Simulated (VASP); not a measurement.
Here is a VASP 6.6.1 calculation.

Contents of POSCAR:

```
Ru
1.0
    2.7428696850      0.0000000000      0.0000000000
   -1.3714348425      2.3753948265      0.0000000000
    0.0000000000      0.0000000000      4.1669409160
Ru
2
Direct
    0.3333333333      0.6666666667      0.2500000000
    0.6666666667      0.3333333333      0.7500000000
```

Contents of INCAR.step1:

```
ALGO = Normal ; EDIFF = 1E-4
ENCUT = 520 ; GGA = PE
ISMEAR = 0 ; LASPH = T
LCHARG = F ; LREAL = F
LWAVE = T ; NBANDS = 21
NELM = 60 ; PREC = Accurate
SIGMA = 0.15
```

The input INCAR.step2:

```
ALGO = Normal ; EDIFF = 1E-6
ENCUT = 520 ; ISIF = 2
ISMEAR = 0 ; ISTART = 1
LASPH = T ; LCHARG = F
LMIXTAU = T ; LREAL = F
LWAVE = F ; METAGGA = R2SCAN
NBANDS = 21 ; NELM = 60
PREC = Accurate ; SIGMA = 0.15
```

The input KPOINTS:

```
k-points
0
Gamma
  24 24 12
```

Potentials or basis: VASP PAW PBE potentials, release 64 (Ru_pv).

Launch:

```sh
$ cat potpaw_PBE.64/Ru_pv/POTCAR > POTCAR
$ cp INCAR.step1 INCAR
$ mpirun -np 1 vasp_std > vasp.out
$ cp INCAR.step2 INCAR
$ mpirun -np 1 vasp_std > vasp.out
```

Q: Estimate the band gap on the k mesh.

A: Zero (bands 14 and 15 overlap by 3.31 eV).

Q: What does it give for the pressure?

A: 0.6 GPa.

Stress tensor (GPa, compression positive):
```
-5.03  0.00  0.00
 0.00 -5.03  0.00
 0.00  0.00 11.78
```

Caveat: the stress differs along the axes, from -5 to 12 GPa; the PAW data sets were made with another functional, which shifts forces and pressure a little.
